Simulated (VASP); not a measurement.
# Mg2Ga2O3 (Cmmm) in VASP: a series of runs, part 3 of 3

VASP 6.6.1. Earlier steps stand in the parts before.

## (5) Single point, PBE (atoms taken out)

INCAR

```
ALGO = Normal ; EDIFF = 1E-6
ENCUT = 520 ; GGA = PE
ISIF = 2 ; ISMEAR = 0
LASPH = True ; LCHARG = False
LREAL = False ; LWAVE = False
NBANDS = 33 ; NELM = 80
PREC = Accurate ; SIGMA = 0.1
```

KPOINTS

```
k-points
0
Gamma
  6 6 10
```

POSCAR

```
Mg2Ga2O3
1.0
    3.0308458763     -4.7776562432      0.0000000000
    3.0308458763      4.7776562432      0.0000000000
    0.0000000000      0.0000000000      2.9468273756
Mg Ga O
2 2 3
Direct
    0.7241009598      0.2758990402      0.5000000000
    0.2758990402      0.7241009598      0.5000000000
    0.7848230074      0.7848230074      0.0000000000
    0.2151769926      0.2151769926      0.0000000000
    0.0000000000      0.5000000000      0.0000000000
    0.5000000000      0.0000000000      0.0000000000
    0.5000000000      0.5000000000      0.5000000000
```

Potentials or basis: VASP PAW PBE potentials, release 64 (Mg, Ga_d, O).

Launch:

```
$ cat potpaw_PBE.64/Mg/POTCAR potpaw_PBE.64/Ga_d/POTCAR potpaw_PBE.64/O/POTCAR > POTCAR
$ mpirun -np 1 vasp_std > vasp.out
```

OUTCAR:

```text
EDIFF = 1E-6
   ENCUT = 520
   GGA = PE
   ISIF = 2
   ISMEAR = 0
   LASPH = True
   LREAL = False
   NELM = 80
   PREC = Accurate

 ion  position               nearest neighbor table
   1  0.724  0.276  0.500-   5 2.13   6 2.13   5 2.13   6 2.13   7 2.14   2 3.07   2 3.07   3 3.12
                             3 3.12   4 3.12   4 3.12
   2  0.276  0.724  0.500-   5 2.13   6 2.13   5 2.13   6 2.13   7 2.14   1 3.07   1 3.07   3 3.12
                             4 3.12   4 3.12   3 3.12
   3  0.785  0.785  0.000-   7 2.27   7 2.27   5 2.40   6 2.40   4 2.61   1 3.12   1 3.12   2 3.12
                             2 3.12
   4  0.215  0.215  0.000-   7 2.27   7 2.27   5 2.40   6 2.40   3 2.61   1 3.12   2 3.12   2 3.12
                             1 3.12
   5  0.000  0.500  0.000-   1 2.13   2 2.13   1 2.13   2 2.13   3 2.40   4 2.40
   6  0.500  0.000  0.000-   1 2.13   2 2.13   1 2.13   2 2.13   3 2.40   4 2.40
   7  0.500  0.500  0.500-   1 2.14   2 2.14   3 2.27   4 2.27   3 2.27   4 2.27

  LATTYP: Found a base centered orthorhombic cell.
 ALAT       =     6.0616917526
 B/A-ratio  =     1.5763441753
 C/A-ratio  =     0.4861394304

  Lattice vectors:

 A1 = (   3.0308458763,  -4.7776562432,   0.0000000000)
 A2 = (   3.0308458763,   4.7776562432,   0.0000000000)
 A3 = (   0.0000000000,   0.0000000000,   2.9468273756)

Analysis of symmetry for initial positions (statically):
=====================================================================
 Subroutine PRICEL returns:
 Original cell was already a primitive cell.

 Routine SETGRP: Setting up the symmetry group for a
 base centered orthorhombic supercell.

 Subroutine GETGRP returns: Found  8 space group operations
 (whereof  8 operations were pure point group operations)
 out of a pool of  8 trial point group operations.

The static configuration has the point symmetry D_2h.

Analysis of symmetry for dynamics (positions and initial velocities):
=====================================================================
 Subroutine PRICEL returns:
 Original cell was already a primitive cell.

 Routine SETGRP: Setting up the symmetry group for a
 base centered orthorhombic supercell.

 Subroutine GETGRP returns: Found  8 space group operations
 (whereof  8 operations were pure point group operations)
 out of a pool of  8 trial point group operations.

The dynamic configuration has the point symmetry D_2h.

 Subroutine INISYM returns: Found  8 space group operations
 (whereof  8 operations are pure point group operations),
 and found     1 'primitive' translations

----------------------------------------------------------------------------------------

                                     Primitive cell

  volume of cell :      85.3421

  direct lattice vectors                    reciprocal lattice vectors
     3.030845876 -4.777656243  0.000000000     0.164970447 -0.104653825  0.000000000
     3.030845876  4.777656243  0.000000000     0.164970447  0.104653825  0.000000000
     0.000000000  0.000000000  2.946827376     0.000000000  0.000000000  0.339348008

  length of vectors
     5.657917099  5.657917099  2.946827376     0.195365482  0.195365482  0.339348008

  position of ions in fractional coordinates (direct lattice)
     0.724100960  0.275899040  0.500000000
[... 30 lines left out ...]
     0.000000000  0.000000000  0.033934801     0.000000000  0.000000000  0.100000000

  Length of vectors
     0.032560914  0.032560914  0.033934801

  Shift w.r.t. Gamma in fractional coordinates (k-lattice)
     0.000000000  0.000000000  0.000000000

 Subroutine IBZKPT returns following result:
 ===========================================

 Found     78 irreducible k-points:

 Following reciprocal coordinates:
            Coordinates               Weight
  0.000000  0.000000  0.000000      1.000000
  0.166667  0.000000  0.000000      4.000000
  0.333333  0.000000  0.000000      4.000000
  0.500000  0.000000  0.000000      2.000000
  0.166667  0.166667  0.000000      2.000000
  0.333333  0.166667  0.000000      4.000000
[... 16 lines left out ...]
  0.333333  0.333333  0.100000      4.000000
  0.500000  0.333333  0.100000      8.000000
 [... further k-points ...]
   k-points           NKPTS =     78   k-points in BZ     NKDIM =     78   number of bands    NBANDS=     33
   number of dos      NEDOS =    301   number of ions     NIONS =      7
   total plane-waves  NPLWV =  42336
   dimension x,y,z NGX =    42 NGY =   42 NGZ =   24
   dimension x,y,z NGXF=    84 NGYF=   84 NGZF=   48
   ions per type =               2   2   3
   NGX,Y,Z   is equivalent  to a cutoff of  12.34, 12.34, 13.54 a.u.
   NGXF,Y,Z  is equivalent  to a cutoff of  24.68, 24.68, 27.08 a.u.
 SYSTEM =  unknown system
   PREC   = accura    normal or accurate (medium, high low for compatibility)
   ISTART =      0    job   : 0-new  1-cont  2-samecut
   ICHARG =      2    charge: 1-file 2-atom 10-const
   ISPIN  =      1    spin polarized calculation?
   LNONCOLLINEAR =      F non collinear calculations
   LSORBIT =      F    spin-orbit coupling
   LASPH  =      T    aspherical Exc in radial PAW
   ENCUT  =  520.0 eV  38.22 Ry    6.18 a.u.  10.52 10.52  5.48*2*pi/ulx,y,z
   NELM   =     80;   NELMIN=  2; NELMDL= -5     # of ELM steps
   EDIFF  = 0.1E-05   stopping-criterion for ELM
   LREAL  =      F    real-space projection
[... 7 lines left out ...]
   TEBEG  =    0.0;   TEEND  =   0.0 temperature during run
   PSTRESS=    0.0 pullay stress
   NELECT =      48.0000    total number of electrons
   NUPDOWN=      -1.0000    fix difference up-down
   EMIN   =  10.00;   EMAX   =-10.00  energy-range for DOS
   EFERMI =   0.00;   METHOD = LEGACY
   ISMEAR =     0;   SIGMA  =   0.10  broadening in eV -4-tet -1-fermi 0-gaus
   EFERMI_NEDOS =   21; number of points for ismear=-14 and -15
   IALGO  =     38    algorithm
   IMIX   =      4    mixing-type and parameters
     AMIX     =   0.40;   BMIX     =  1.00
     AMIX_MAG =   1.60;   BMIX_MAG =  1.00
  volume/ion in A,a.u.               =      12.19        82.27
  Fermi-wavevector in a.u.,A,eV,Ry     =   1.351349  2.553679 24.846188  1.826143
  Thomas-Fermi vector in A             =   2.478778
   LORBIT       =      0    0 simple, 1 ext, 2 COOP (PROOUT), +10 PAW based schemes
   GGA     = PE    functional components
   LHFCALC =     F    Hartree Fock is set to
   AEXX    =    0.0000 exact exchange contribution
   IVDW    =     0    specifies the selected vdW correction
   LEPSILON=     F    determine dielectric tensor
   LRPA    =     F    only Hartree local field effects (RPA)
 non-spin polarized calculation
 Gauss-broadening in eV      SIGMA  =   0.10
  energy-cutoff  :      520.00
  volume of cell :       85.34
 maximum number of plane-waves:      2326
   NGX = 21   NGY = 21   NGZ = 11

 number of electron      47.9999956 magnetization

 Free energy of the ion-electron system (eV)
  ---------------------------------------------------
  ext. energy  EPLUGINS =         0.00000000
  ---------------------------------------------------
  free energy    TOTEN  =       -35.22761892 eV

  energy without entropy =      -35.22398664  energy(sigma->0) =      -35.22580278

 E-fermi :   6.0410     XC(G=0): -10.9016

 val. band max:        6.0069759486   @ k =   0.5000   0.3333   0.0000
 cond. band min:       6.0915783906   @ k =   0.1667   0.0000   0.2000
 fundamental gap:      0.0846024420
 Fermi energy:         6.0409605864

 k-point     1 :       0.0000    0.0000    0.0000
  band No.  band energies     occupation
      1     -14.1041      2.00000
      2     -13.3462      2.00000
      3     -13.1698      2.00000
      4      -9.3518      2.00000
      5      -9.2849      2.00000
      6      -9.2843      2.00000
[... 853 lines left out ...]
     32      13.2927      0.00000
     33      14.2372      0.00000

 [... further k-points ...]
[... 5 lines left out ...]
  --------------------------------------------------------------------------------------
  -------------------------------------------------------------------------------------
  Total       -0.1308859     -0.0833080     -0.1234355     -0.0000000      0.0000000      0.0000000
  in kB       -2.4571979     -1.5639901     -2.3173271     -0.0000000      0.0000000      0.0000000
  external PRESSURE =      -2.1128384 kB  Pullay stress =       0.0000000 kB

 VOLUME and BASIS-vectors are now :
 -----------------------------------------------------------------------------
  energy-cutoff  :      520.00
  volume of cell :       85.34
      direct lattice vectors                 reciprocal lattice vectors
     3.030845876 -4.777656243  0.000000000     0.164970447 -0.104653825  0.000000000
     3.030845876  4.777656243  0.000000000     0.164970447  0.104653825  0.000000000
     0.000000000  0.000000000  2.946827376     0.000000000  0.000000000  0.339348008

 POSITION                                       TOTAL-FORCE (eV/Angst)
 -----------------------------------------------------------------------------------
      3.03085     -2.14135      1.47341        -0.000000      0.002390      0.000000
      3.03085      2.14135      1.47341        -0.000000     -0.002390      0.000000
      4.75736      0.00000      0.00000         0.027236      0.000000      0.000000
      1.30434      0.00000      0.00000        -0.027236      0.000000      0.000000
      1.51542      2.38883      0.00000        -0.000000      0.000000      0.000000
      1.51542     -2.38883      0.00000         0.000000     -0.000000      0.000000
      3.03085      0.00000      1.47341        -0.000000      0.000000      0.000000
 -----------------------------------------------------------------------------------
    total drift:                                0.000000      0.000000     -0.000000

  FREE ENERGIE OF THE ION-ELECTRON SYSTEM (eV)
  ---------------------------------------------------
  free  energy   TOTEN  =       -35.2276189181 eV

  energy  without entropy=      -35.2239866352  energy(sigma->0) =      -35.22580278
```

Run time: 1.7 min. Hardware: 1 thread of AMD EPYC 9R45 (Zen 5), shared host; peak memory 0.3 GiB.

What came out:

* Free energy: -35.2276 eV
* Pressure: -0.2 GPa
* Largest force: 0.027 eV/Å
* Band gap on the k mesh: zero (bands 24 and 25 overlap by 2.40 eV)

Forces in eV/Å, atoms in the order of the input:
```
Mg   0.000  0.002  0.000
Mg   0.000 -0.002  0.000
Ga   0.027  0.000  0.000
Ga  -0.027  0.000  0.000
O    0.000  0.000  0.000
O    0.000  0.000  0.000
O    0.000  0.000  0.000
```

Caveat: the cell differs from its parent crystal (atoms taken out).

## (6) Overview

```tsv
task	cell	k mesh	cutoff (eV)	smearing	gap on the mesh (eV)	pressure (GPa)	relaxed volume (Å³/atom)	largest force (eV/Å)
relaxation of cell and atoms	relaxed from a = 5.701, b = 5.701, c = 2.938 Å, angles 90.0, 90.0, 115.2°, 7 atoms, atomic positions A	6 × 6 × 10	600	gaussian 0.1 eV	none	-0.1	12.15	0.01
single point	a = 5.621, b = 5.621, c = 2.945 Å, angles 90.0, 90.0, 114.5°, 7 atoms, atomic positions B	2 × 2 × 4	520	gaussian 0.15 eV	none	-0.5	-	0.01
relaxation of cell and atoms	relaxed from a = 5.652, b = 5.652, c = 3.263 Å, angles 90.0, 90.0, 109.5°, 7 atoms, atomic positions C	2 × 2 × 4	600	gaussian 0.15 eV	none	-0.2	12.07	-
single point	a = 5.658, b = 5.658, c = 2.947 Å, angles 90.0, 90.0, 115.2°, 7 atoms, atomic positions D	6 × 6 × 10	520	gaussian 0.1 eV	none	-0.2	-	0.03
```

Alike in all rows: level PBE; potentials or basis VASP PAW PBE potentials, release 64 (Mg, Ga_d, O); no spin polarisation.

Caveats: some runs use coarse meshes.

Absolute energies hang on the potentials; compare differences alone.

The gap in the log of VASP goes by the Fermi energy; the results here count the filled bands.